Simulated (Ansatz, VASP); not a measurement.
One calculation of Ge, two programs

```xyz
2
Lattice="-0.0749 2.8109 2.8109 2.8109 -0.0749 2.8109 2.7360 2.7360 0.0000" Properties=species:S:1:pos:R:3 pbc="T T T"
Ge    2.7360    2.7360    2.8109
Ge    4.1040    4.1040    4.2164
```

Change from the starting cell: engineering shear strain xy -0.0533, normal strain along z +0.0000.

Alike in both runs: task single point; functional LDA; k mesh 14 × 14 × 14; occupations gaussian, width 0.15 eV; no spin polarisation.

|  | VASP | Ansatz |
| --- | --- | --- |
| version | VASP 6.6.1 | Ansatz 0.2.0 |
| potentials or method | VASP PAW LDA potentials, release 64 (Ge_d), cutoff 520 eV | scalar-relativistic, plane waves, PAW |
| valence electrons in the cell | 28 | 28 |

|  | VASP | Ansatz | Ansatz less VASP |
| --- | --- | --- | --- |
| gap on the k mesh at the Fermi level (eV) | none | none | - |
| pressure (GPa) | 0.5 | 0.4 | -0.09 |
| traceless stress, the component that is largest in VASP (GPa) | 4.61 | 4.57 | -0.042 |
| rms of the force components (eV/Å) | 0.274 | 0.270 | -0.0032 |

LDA's correlation is that of Perdew and Zunger in VASP and of Perdew and Wang (1992) in Ansatz. Atom by atom the forces differ by 0.003 eV/Å (rms over components). A gap of «none» marks a metal or a gap that the smearing closes.
